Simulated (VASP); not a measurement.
# AgCl: single point with PBEsol

The system is AgCl.

```
Ag Cl
1.0
     1.85220   -5.50103    0.00000
     1.85220    5.50103    0.00000
     0.00000    0.00000    3.92404
Ag Cl
2 2
Direct
  0.39656 0.60344 0.75000
  0.60344 0.39656 0.25000
  0.86545 0.13455 0.25000
  0.13455 0.86545 0.75000
```

This cell differs from its parent crystal: equal xx and yy strain of -1 %.

```json
{"Program": "VASP 6.6.1", "Task": "single point", "Functional": "PBEsol", "Potentials or basis": "VASP PAW PBE potentials, release 64 (Ag, Cl)", "Cutoff": "520 eV", "k mesh": "9 × 9 × 8", "Occupations": "fermi-dirac, width 0.03 eV", "Spin": "no spin polarisation"}
```

```yaml
Pressure: -2.1 GPa
Largest_force: 0.033 eV/Å
Band_gap_on_the_k_mesh: 0.34 eV (least direct gap 1.83 eV)
```

Forces on the atoms (eV/Å):
```
Ag   0.000 -0.033  0.000
Ag   0.000  0.033  0.000
Cl   0.000 -0.017  0.000
Cl   0.000  0.017  0.000
```

Stress tensor (GPa, compression positive):
```
-2.04  0.00  0.00
 0.00 -1.67  0.00
 0.00  0.00 -2.48
```

Levels at points of the mesh, in eV from the valence-band top:
| k point | band 14 | band 15 | band 16 | band 17 | band 18 | band 19 | band 20 | band 21 | band 22 | band 23 |
| --- | --- | --- | --- | --- | --- | --- | --- | --- | --- | --- |
| (0.00, 0.00, 0.00) | -2.29 | -2.26 | -1.85 | -1.70 | -1.50 | 0.34 | 2.98 | 7.69 | 8.23 | 9.92 |
| (0.00, 0.00, 0.50) | -2.36 | -1.32 | -1.32 | -0.11 | -0.11 | 4.31 | 4.31 | 6.66 | 6.66 | 8.15 |

It took 3.6 min on 1 thread of Intel(R) Xeon(R) Platinum 8124M CPU @ 3.00GHz (Skylake/Cascade Lake), on a shared host, peak memory 0.39 GiB.

Caveat: the cell differs from its parent crystal (equal xx and yy strain of -1 %); semilocal functionals underestimate gaps, and a narrow one can read as zero; the PAW data sets were made with another functional, which shifts forces and pressure a little. A k mesh can miss the band edges.
